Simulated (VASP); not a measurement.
# Ta4C3 (P4mm) in VASP: single point with PBEsol

Aim: the single point of Ta4C3 with PBEsol.

All numbers are computed with VASP 6.6.1; they aren't measurements. Logs are shortened: lines on timing, memory, paths and dates and some standing lists are left out, and cuts for length are marked.

## 1. The cell of the first run

Symmetry: P4mm, No. 99, tetragonal system. The conventional cell has a = 4.403 Å, b = 4.403 Å, c = 8.655 Å, α = 90.00°, β = 90.00°, γ = 90.00°. Ta (site symmetry 4mm) has 4 C at 2.20 Å within 2.9 Å. Ta (site symmetry 4mm) has 4 C at 2.20 Å within 2.9 Å. Within 2.7 Å of Ta (site symmetry 2mm) lie 4 C at 2.05 to 2.20 Å. Within 2.9 Å of Ta (site symmetry 2mm) lie 4 C at 2.20 Å. Within 2.9 Å of Ta (site symmetry 4mm) lie 6 C at 2.20 Å. Ta (site symmetry 4mm) has 6 C at 2.05 to 2.20 Å within 2.7 Å. C (site symmetry 4mm) has 6 Ta at 2.05 to 2.20 Å within 2.7 Å. C (site symmetry 4mm) has 6 Ta at 2.20 Å within 2.9 Å.

## 2. Single point, PBEsol

INCAR

```
  PREC = Accurate
  ENCUT = 520
  EDIFF = 1E-6
  ISMEAR = 0
  SIGMA = 0.15
  LREAL = F
  LASPH = T
  NELM = 60
  ALGO = Normal
  ISIF = 2
  LWAVE = F
  LCHARG = F
  GGA = PS
  NBANDS = 69
```

KPOINTS

```
regular mesh
0
Gamma
  9 9 5
```

POSCAR

```
Ta4C3
1.0
    0.0000000000     -4.4026022057      0.0000000000
    0.0000000000      0.0000000000     -4.4026022057
    8.6552044115      0.0000000000      0.0000000000
Ta C
8 6
Direct
    0.5000000000      0.5000000000      0.8901642866
    0.5000000000      0.5000000000      0.3814989800
    1.0000000000      0.5000000000      0.1271663267
    1.0000000000      0.5000000000      0.6358316333
    0.5000000000      1.0000000000      0.1271663267
    0.5000000000      1.0000000000      0.6358316333
    0.0000000000      0.0000000000      0.3814989800
    0.0000000000      0.0000000000      0.8901642866
    0.0000000000      1.0000000000      0.1271663267
    0.0000000000      1.0000000000      0.6358316333
    0.5000000000      1.0000000000      0.8901642866
    0.5000000000      1.0000000000      0.3814989800
    0.0000000000      0.5000000000      0.8901642866
    0.0000000000      0.5000000000      0.3814989800
```

Potentials or basis: VASP PAW PBE potentials, release 64 (Ta_pv, C).

Run with:

```console
> cat potpaw_PBE.64/Ta_pv/POTCAR potpaw_PBE.64/C/POTCAR > POTCAR
> mpirun -np 1 vasp_std > vasp.out
```

OUTCAR:

```text
PREC = Accurate
   ENCUT = 520
   EDIFF = 1E-6
   ISMEAR = 0
   LREAL = F
   LASPH = T
   NELM = 60
   ISIF = 2
   GGA = PS

 ion  position               nearest neighbor table
   1  0.500  0.500  0.890-  11 2.20  13 2.20  11 2.20  13 2.20   5 3.01   3 3.01   3 3.01   5 3.01
                             6 3.11   4 3.11   4 3.11   6 3.11   8 3.11   8 3.11   8 3.11   8 3.11
   2  0.500  0.500  0.381-  12 2.20  14 2.20  12 2.20  14 2.20   6 3.11   4 3.11   4 3.11   6 3.11
                             3 3.11   3 3.11   5 3.11   5 3.11   7 3.11   7 3.11   7 3.11   7 3.11
   3  0.000  0.500  0.127-  13 2.05  14 2.20   9 2.20   9 2.20   1 3.01   8 3.01   8 3.01   1 3.01
                             2 3.11   7 3.11   7 3.11   2 3.11   5 3.11   5 3.11   5 3.11   5 3.11
   4  0.000  0.500  0.636-  13 2.20  14 2.20  10 2.20  10 2.20   1 3.11   2 3.11   7 3.11   7 3.11
                             8 3.11   8 3.11   1 3.11   2 3.11   6 3.11   6 3.11   6 3.11   6 3.11
   5  0.500  0.000  0.127-  11 2.05  12 2.20   9 2.20   9 2.20   1 3.01   1 3.01   8 3.01   8 3.01
                             2 3.11   7 3.11   7 3.11   2 3.11   3 3.11   3 3.11   3 3.11   3 3.11
   6  0.500  0.000  0.636-  11 2.20  12 2.20  10 2.20  10 2.20   1 3.11   2 3.11   7 3.11   1 3.11
                             2 3.11   7 3.11   8 3.11   8 3.11   4 3.11   4 3.11   4 3.11   4 3.11
   7  0.000  0.000  0.381-  10 2.20   9 2.20  12 2.20  14 2.20  14 2.20  12 2.20   4 3.11   4 3.11
                             6 3.11   6 3.11   3 3.11   5 3.11   3 3.11   5 3.11   2 3.11   2 3.11
   8  0.000  0.000  0.890-   9 2.05  10 2.20  11 2.20  13 2.20  13 2.20  11 2.20   3 3.01   3 3.01
                             5 3.01   5 3.01   6 3.11   4 3.11   6 3.11   4 3.11   1 3.11   1 3.11
   9  0.000  0.000  0.127-   8 2.05   7 2.20   3 2.20   5 2.20   3 2.20   5 2.20
  10  0.000  0.000  0.636-   7 2.20   8 2.20   4 2.20   6 2.20   4 2.20   6 2.20
  11  0.500  0.000  0.890-   5 2.05   6 2.20   1 2.20   8 2.20   1 2.20   8 2.20
  12  0.500  0.000  0.381-   6 2.20   5 2.20   2 2.20   7 2.20   2 2.20   7 2.20
  13  0.000  0.500  0.890-   3 2.05   4 2.20   1 2.20   8 2.20   8 2.20   1 2.20
  14  0.000  0.500  0.381-   4 2.20   3 2.20   2 2.20   7 2.20   7 2.20   2 2.20

  LATTYP: Found a simple tetragonal cell.
 ALAT       =     4.4026022057
 C/A-ratio  =     1.9659292407

  Lattice vectors:

 A1 = (   0.0000000000,  -4.4026022057,   0.0000000000)
 A2 = (   0.0000000000,   0.0000000000,  -4.4026022057)
 A3 = (   8.6552044115,   0.0000000000,   0.0000000000)

Analysis of symmetry for initial positions (statically):
=====================================================================
 Subroutine PRICEL returns:
 Original cell was already a primitive cell.

 Routine SETGRP: Setting up the symmetry group for a
 simple tetragonal supercell.

 Subroutine GETGRP returns: Found  8 space group operations
 (whereof  8 operations were pure point group operations)
 out of a pool of 16 trial point group operations.

The static configuration has the point symmetry C_4v.

Analysis of symmetry for dynamics (positions and initial velocities):
=====================================================================
 Subroutine PRICEL returns:
 Original cell was already a primitive cell.

 Routine SETGRP: Setting up the symmetry group for a
 simple tetragonal supercell.

 Subroutine GETGRP returns: Found  8 space group operations
 (whereof  8 operations were pure point group operations)
 out of a pool of 16 trial point group operations.

The dynamic configuration has the point symmetry C_4v.

 Subroutine INISYM returns: Found  8 space group operations
 (whereof  8 operations are pure point group operations),
 and found     1 'primitive' translations

----------------------------------------------------------------------------------------

                                     Primitive cell

  volume of cell :     167.7630

  direct lattice vectors                    reciprocal lattice vectors
     0.000000000 -4.402602206  0.000000000     0.000000000 -0.227138395  0.000000000
     0.000000000  0.000000000 -4.402602206     0.000000000  0.000000000 -0.227138395
     8.655204411  0.000000000  0.000000000     0.115537421  0.000000000  0.000000000

  length of vectors
     4.402602206  4.402602206  8.655204411     0.227138395  0.227138395  0.115537421

  position of ions in fractional coordinates (direct lattice)
     0.500000000  0.500000000  0.890164287
     0.500000000  0.500000000  0.381498980
     0.000000000  0.500000000  0.127166327
     0.000000000  0.500000000  0.635831633
     0.500000000  0.000000000  0.127166327
[... 49 lines left out ...]
 ===========================================

 Found     45 irreducible k-points:

 Following reciprocal coordinates:
            Coordinates               Weight
  0.000000  0.000000  0.000000      1.000000
  0.111111  0.000000  0.000000      4.000000
  0.222222  0.000000  0.000000      4.000000
  0.333333  0.000000  0.000000      4.000000
  0.444444  0.000000  0.000000      4.000000
  0.111111  0.111111  0.000000      4.000000
[... 16 lines left out ...]
  0.333333  0.111111  0.200000     16.000000
  0.444444  0.111111  0.200000     16.000000
 [... further k-points ...]
   k-points           NKPTS =     45   k-points in BZ     NKDIM =     45   number of bands    NBANDS=     69
   number of dos      NEDOS =    301   number of ions     NIONS =     14
   total plane-waves  NPLWV =  82944
   dimension x,y,z NGX =    36 NGY =   36 NGZ =   64
   dimension x,y,z NGXF=    72 NGYF=   72 NGZF=  128
   ions per type =               8   6
   NGX,Y,Z   is equivalent  to a cutoff of  13.59, 13.59, 12.29 a.u.
   NGXF,Y,Z  is equivalent  to a cutoff of  27.19, 27.19, 24.59 a.u.
 SYSTEM =  unknown system
   PREC   = accura    normal or accurate (medium, high low for compatibility)
   ISTART =      0    job   : 0-new  1-cont  2-samecut
   ICHARG =      2    charge: 1-file 2-atom 10-const
   ISPIN  =      1    spin polarized calculation?
   LNONCOLLINEAR =      F non collinear calculations
   LSORBIT =      F    spin-orbit coupling
   LASPH  =      T    aspherical Exc in radial PAW
   ENCUT  =  520.0 eV  38.22 Ry    6.18 a.u.   8.19  8.19 16.09*2*pi/ulx,y,z
   NELM   =     60;   NELMIN=  2; NELMDL= -5     # of ELM steps
   EDIFF  = 0.1E-05   stopping-criterion for ELM
   LREAL  =      F    real-space projection
   EDIFFG = 0.1E-04   stopping-criterion for IOM
   NSW    =      0    number of steps for IOM
   IBRION =     -1    ionic relax: 0-MD 1-quasi-New 2-CG
   NFREE  =      0    steps in history (QN), initial steepest desc. (CG)
   ISIF   =      2    stress and relaxation
   ISYM   =      2    0-nonsym 1-usesym 2-fastsym
   POTIM  = 0.5000    time-step for ionic-motion
   TEBEG  =    0.0;   TEEND  =   0.0 temperature during run
   PSTRESS=    0.0 pullay stress
   NELECT =     112.0000    total number of electrons
   NUPDOWN=      -1.0000    fix difference up-down
   EMIN   =  10.00;   EMAX   =-10.00  energy-range for DOS
   EFERMI =   0.00;   METHOD = LEGACY
   ISMEAR =     0;   SIGMA  =   0.15  broadening in eV -4-tet -1-fermi 0-gaus
   EFERMI_NEDOS =   21; number of points for ismear=-14 and -15
   IALGO  =     38    algorithm
   IMIX   =      4    mixing-type and parameters
     AMIX     =   0.40;   BMIX     =  1.00
     AMIX_MAG =   1.60;   BMIX_MAG =  1.00
  volume/ion in A,a.u.               =      11.98        80.87
  Fermi-wavevector in a.u.,A,eV,Ry     =   1.430810  2.703840 27.854099  2.047218
  Thomas-Fermi vector in A             =   2.550615
   LORBIT       =      0    0 simple, 1 ext, 2 COOP (PROOUT), +10 PAW based schemes
   GGA     = PS    functional components
   LHFCALC =     F    Hartree Fock is set to
   AEXX    =    0.0000 exact exchange contribution
   IVDW    =     0    specifies the selected vdW correction
   LEPSILON=     F    determine dielectric tensor
   LRPA    =     F    only Hartree local field effects (RPA)
 non-spin polarized calculation
 Gauss-broadening in eV      SIGMA  =   0.15
  energy-cutoff  :      520.00
  volume of cell :      167.76
 maximum number of plane-waves:      4540
 NGX is ok and might be reduce to    36
   NGX = 17   NGY = 17   NGZ = 33

 number of electron     112.0000026 magnetization

 Free energy of the ion-electron system (eV)
  ---------------------------------------------------
  ext. energy  EPLUGINS =         0.00000000
  ---------------------------------------------------
  free energy    TOTEN  =      -165.17698597 eV

  energy without entropy =     -165.09845600  energy(sigma->0) =     -165.13772099

 E-fermi :   7.3554     XC(G=0): -13.1956

 val. band max:        7.3545799168   @ k =   0.4444   0.0000   0.4000
 cond. band min:       7.3614287919   @ k =   0.3333   0.1111   0.2000
 fundamental gap:      0.0068488751
 Fermi energy:         7.3553783158

 k-point     1 :       0.0000    0.0000    0.0000
  band No.  band energies     occupation
      1     -27.8590      2.00000
      2     -27.8590      2.00000
      3     -27.8574      2.00000
      4     -27.7726      2.00000
      5     -27.7726      2.00000
      6     -27.7437      2.00000
[... 1693 lines left out ...]
     67      10.3781      0.00000
     68      10.5258      0.00000

 [... further k-points ...]

 [bands above 68 left out]

------------------------ aborting loop because EDIFF is reached ----------------------------------------

  FORCE on cell =-STRESS in cart. coord.  units (eV):
  Direction    XX          YY          ZZ          XY          YZ          ZX
  --------------------------------------------------------------------------------------
  -------------------------------------------------------------------------------------
  Total       14.7117923      4.3615330      4.3615330      0.0000000      0.0000000     -0.0000000
  in kB      140.5011716     41.6536942     41.6536942      0.0000000      0.0000000     -0.0000000
  external PRESSURE =      74.6028533 kB  Pullay stress =       0.0000000 kB

 VOLUME and BASIS-vectors are now :
 -----------------------------------------------------------------------------
  energy-cutoff  :      520.00
  volume of cell :      167.76
      direct lattice vectors                 reciprocal lattice vectors
     0.000000000 -4.402602206  0.000000000     0.000000000 -0.227138395  0.000000000
     0.000000000  0.000000000 -4.402602206     0.000000000  0.000000000 -0.227138395
     8.655204411  0.000000000  0.000000000     0.115537421  0.000000000  0.000000000

 POSITION                                       TOTAL-FORCE (eV/Angst)
 -----------------------------------------------------------------------------------
      7.70455     -2.20130     -2.20130        -0.524612      0.000000     -0.000000
      3.30195     -2.20130     -2.20130         0.084449      0.000000      0.000000
      1.10065      0.00000     -2.20130         1.725655      0.000000      0.000000
      5.50325      0.00000     -2.20130         0.060742      0.000000     -0.000000
      1.10065     -2.20130      0.00000         1.725655      0.000000      0.000000
      5.50325     -2.20130      0.00000         0.060742      0.000000      0.000000
      3.30195      0.00000      0.00000        -0.006921     -0.000000      0.000000
      7.70455      0.00000      0.00000        -1.702999      0.000000      0.000000
      1.10065      0.00000      0.00000         1.571523      0.000000      0.000000
      5.50325      0.00000      0.00000        -0.257313     -0.000000      0.000000
      7.70455     -2.20130      0.00000        -1.549785      0.000000      0.000000
      3.30195     -2.20130      0.00000         0.181324      0.000000      0.000000
      7.70455      0.00000     -2.20130        -1.549785      0.000000      0.000000
      3.30195      0.00000     -2.20130         0.181324      0.000000     -0.000000
 -----------------------------------------------------------------------------------
    total drift:                               -0.000149     -0.000000     -0.000000

  FREE ENERGIE OF THE ION-ELECTRON SYSTEM (eV)
  ---------------------------------------------------
  free  energy   TOTEN  =      -165.1769859698 eV

  energy  without entropy=     -165.0984560036  energy(sigma->0) =     -165.13772099
```

Run time: 4.5 min. Hardware: 1 thread of Intel Xeon 6975P-C (Granite Rapids), shared host; peak memory 0.51 GiB.

What came out:

* Free energy: -165.1770 eV
* Pressure: 7.5 GPa
* Largest force: 1.726 eV/Å
* Band gap on the k mesh: zero (band 56 reaches 7.63 eV, above the bottom of band 57 at 6.90 eV)

Forces on the atoms (eV/Å):
```
Ta  -0.525  0.000  0.000
Ta   0.084  0.000  0.000
Ta   1.726  0.000  0.000
Ta   0.061  0.000  0.000
Ta   1.726  0.000  0.000
Ta   0.061  0.000  0.000
Ta  -0.007  0.000  0.000
Ta  -1.703  0.000  0.000
C    1.572  0.000  0.000
C   -0.257  0.000  0.000
C   -1.550  0.000  0.000
C    0.181  0.000  0.000
C   -1.550  0.000  0.000
C    0.181  0.000  0.000
```

Stress tensor (GPa, compression positive):
```
14.05  0.00  0.00
 0.00  4.17  0.00
 0.00  0.00  4.17
```

Caveat: the PAW data sets were made with another functional, which shifts forces and pressure a little; spin-orbit coupling is left out, which moves the levels of the heavy elements.
